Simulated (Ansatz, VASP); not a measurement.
# Two plane-wave programs on Cu

INCAR

```
SYSTEM = Cu
PREC = Accurate ; ENCUT = 520
EDIFF = 1E-6 ; ISMEAR = -1
SIGMA = 0.15 ; LREAL = .FALSE.
LASPH = .TRUE. ; NELM = 60
ALGO = Normal ; ISIF = 2
LWAVE = .FALSE. ; LCHARG = .FALSE.
NBANDS = 18
```

Contents of KPOINTS:

```
Automatic mesh
0
G
  12 12 12
  0 0 0
```

File POSCAR:

```
Cu
1.0
    1.1964054905     -3.9043914893      0.0000000000
    1.1964054905      3.9043914893      0.0000000000
    0.0000000000      0.0000000000      2.4306807638
Cu
2
Direct
    0.1338670000      0.8661330000      0.2500000000
    0.8661330000      0.1338670000      0.7500000000
```

Input for Ansatz:

```yaml
crystal:
  lattice:
    - [1.1964054905148107, -3.9043914892539315, 0.0]
    - [1.1964054905148107, 3.9043914892539315, 0.0]
    - [0.0, 0.0, 2.4306807637709875]
  atoms:
    - { symbol: Cu, position: [0.133867, 0.866133, 0.25] }
    - { symbol: Cu, position: [0.866133, 0.133867, 0.75] }
basis:
  ecutwfc: 500.0
kpoints:
  mp_grid:
    grid: [12, 12, 12]
hamiltonian:
  xc: lda
scf:
  occupations:
    method: fermi_dirac
    width: 0.15
output:
  stress: true
```

Alike in both runs: task single point; functional LDA; k mesh 12 × 12 × 12; occupations fermi-dirac, width 0.15 eV; no spin polarisation.

|  | VASP | Ansatz |
| --- | --- | --- |
| version | VASP 6.6.1 | Ansatz 0.2.0 |
| potentials or method | VASP PAW LDA potentials, release 64 (Cu), cutoff 520 eV | plane waves, PAW |
| valence electrons in the cell | 22 | 38 |

VASP gave:

```
pressure (GPa)                                                : 1.9
traceless stress, the component that is largest in VASP (GPa) : 0.34
```

Problem. Which values does Ansatz return?

Solution. Pressure (GPa): 1.0; traceless stress, the component that is largest in VASP (GPa): 0.26.

LDA's correlation is that of Perdew and Zunger in VASP and of Perdew and Wang (1992) in Ansatz. VASP's potentials hold 22 valence electrons a cell and Ansatz's 38, so a difference there can come from the potentials and not from the codes.
